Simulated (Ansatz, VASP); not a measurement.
Two plane-wave programs on AlGa3As2

```
Al Ga As
1.0
     1.94930    1.12543    9.14618
    -1.94930    1.12543    9.14618
     0.00000   -2.25086    9.14618
Al Ga As
1 3 2
Cartesian
  0.0000 0.0000 13.7193
  0.0000 0.0000 0.0000
  0.0000 0.0000 10.7910
  0.0000 0.0000 16.6476
  0.0000 0.0000 21.4320
  0.0000 0.0000 6.0065
```

Change from the starting cell: species swapped into the NaCu3Te2 type (R-3m, No. 166).

Alike in both runs: functional PBE; k mesh 6 × 6 × 6; occupations gaussian, width 0.1 eV; no spin polarisation.

Ansatz relaxed the structure, and its values are those at the end. VASP's run is a single point on that final structure, the one shown.

|  | VASP | Ansatz |
| --- | --- | --- |
| version | VASP 6.6.1 | Ansatz 0.2.0 |
| potentials or method | VASP PAW PBE potentials, release 64 (Al, Ga_d, As), cutoff 520 eV | scalar-relativistic, plane waves, PAW |
| valence electrons in the cell | 52 | 72 |

|  | VASP | Ansatz | Ansatz less VASP |
| --- | --- | --- | --- |
| gap on the k mesh at the Fermi level (eV) | none | none | - |
| pressure (GPa) | 0.1 | 0.0 | -0.11 |
| rms of the force components (eV/Å) | 0.005 | 0.002 | -0.0027 |

A gap of «none» marks a metal or a gap that the smearing closes. The functional is the same, so the differences come from potentials, cutoffs and numerics. VASP's potentials hold 52 valence electrons a cell and Ansatz's 72, so a difference there can come from the potentials and not from the codes.
